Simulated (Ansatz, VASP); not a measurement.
## One calculation of TiC, two programs

File INCAR:

```
PREC = Accurate
ENCUT = 520
EDIFF = 1E-6
ISMEAR = -1
SIGMA = 0.03
LREAL = F
LASPH = T
NELM = 100
ALGO = Normal
ISIF = 2
LWAVE = F
LCHARG = F
GGA = PE
NBANDS = 15
```

The input KPOINTS:

```
regular mesh
0
Gamma
  16 16 16
```

File POSCAR:

```
TiC
1.0
   -0.0649200000      2.1315400000      2.1315400000
    2.1315400000     -0.0649200000      2.1315400000
    2.1315400000      2.1315400000     -0.0649200000
Ti C
1 1
Direct
    0.0000000000      0.0000000000      0.0000000000
    0.5000000000      0.5000000000      0.5000000000
```

Input for Ansatz:

```yaml
crystal:
  lattice:
    - [-0.06492, 2.13154, 2.13154]
    - [2.13154, -0.06492, 2.13154]
    - [2.13154, 2.13154, -0.06492]
  atoms:
    - { symbol: Ti, position: [0.0, 0.0, 0.0] }
    - { symbol: C, position: [0.5, 0.5, 0.5] }
kpoints:
  mp_grid: { grid: [16, 16, 16] }
  band_path:
    path:
      - [0.0, 0.0, 0.0]
      - [0.5, 0.5, 0.5]
      - [0.2579113083, 0.5, 0.7420886917]
      - [-0.2579113083, 0.2579113083, 0.5]
      - [0.0, 0.0, 0.5]
      - [0.0, 0.0, 0.0]
      - [-0.3789556542, 0.0, 0.3789556542]
      - [0.0, 0.3789556542, 0.6210443458]
      - [0.0, 0.5, 0.5]
    npoints: 5
scf:
  occupations: { method: fermi_dirac, width: 0.03 }
hamiltonian:
  xc: pbe
  pseudopotentials: { kind: all_electron, lapw: { basis_error: 0.001 } }
output:
  forces: true
  stress: true
  eigenvalues: true
```

Change from the starting cell: equal xy, yz and zx shear strains of -3 %.

Alike in both runs: task single point; functional PBE; k mesh 16 × 16 × 16; occupations fermi-dirac, width 0.03 eV; no spin polarisation.

|  | VASP | Ansatz |
| --- | --- | --- |
| version | VASP 6.6.1 | Ansatz 0.2.0 |
| potentials or method | VASP PAW PBE potentials, release 64 (Ti_sv, C), cutoff 520 eV | all-electron LAPW, scalar-relativistic |

|  | VASP | Ansatz | Ansatz less VASP |
| --- | --- | --- | --- |
| pressure (GPa) | 1.2 | 1.0 | -0.20 |
| traceless stress, the component that is largest in VASP (GPa) | 4.77 | 4.79 | +0.021 |

Ansatz ran all-electron here, and VASP with PAW potentials.
